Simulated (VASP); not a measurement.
Input of a VASP 6.6.1 run:

Contents of INCAR:

```
SYSTEM = LiIn4
PREC = Accurate
ENCUT = 520
EDIFF = 1E-7
ISMEAR = 0
SIGMA = 0.1
LREAL = .FALSE.
LASPH = .TRUE.
NELM = 60
ALGO = Fast
ISIF = 2
LWAVE = .FALSE.
LCHARG = .TRUE.
GGA = PE
LELF = .TRUE.
LVHAR = .TRUE.
NBANDS = 36
```

File KPOINTS:

```
Automatic mesh
0
G
  6 6 2
  0 0 0
```

File POSCAR:

```
LiIn4
1.0
    2.9546642482     -1.7140384783      0.0000000000
    2.9546642482      1.7140384783      0.0000000000
   -2.1987772612      0.0000000000     12.3551609480
Li In
1 4
Direct
    0.0000000000      0.0000000000      0.0000000000
    0.8026983089      0.8026983089      0.3934994946
    0.1973016911      0.1973016911      0.6065005054
    0.6017333237      0.6017333237      0.8190725006
    0.3982666763      0.3982666763      0.1809274994
```

Potentials or basis: VASP PAW PBE potentials, release 64 (Li_sv, In_d).

Launch:

```sh
$ cat potpaw_PBE.64/Li_sv/POTCAR potpaw_PBE.64/In_d/POTCAR > POTCAR
$ mpirun -np 1 vasp_std > vasp.out
```

Task: Estimate the largest force.

Result: 0.027 eV/Å.

Task: Estimate the band gap on the k mesh.

Result: Zero (an odd number of electrons rules out a gap without spin polarisation).

Forces on the atoms (eV/Å):
```
Li   0.000  0.000  0.000
In  -0.001  0.000 -0.027
In   0.001  0.000  0.027
In   0.003  0.000 -0.009
In  -0.003  0.000  0.009
```

Caveat: spin-orbit coupling is left out, which moves the levels of the heavy elements.
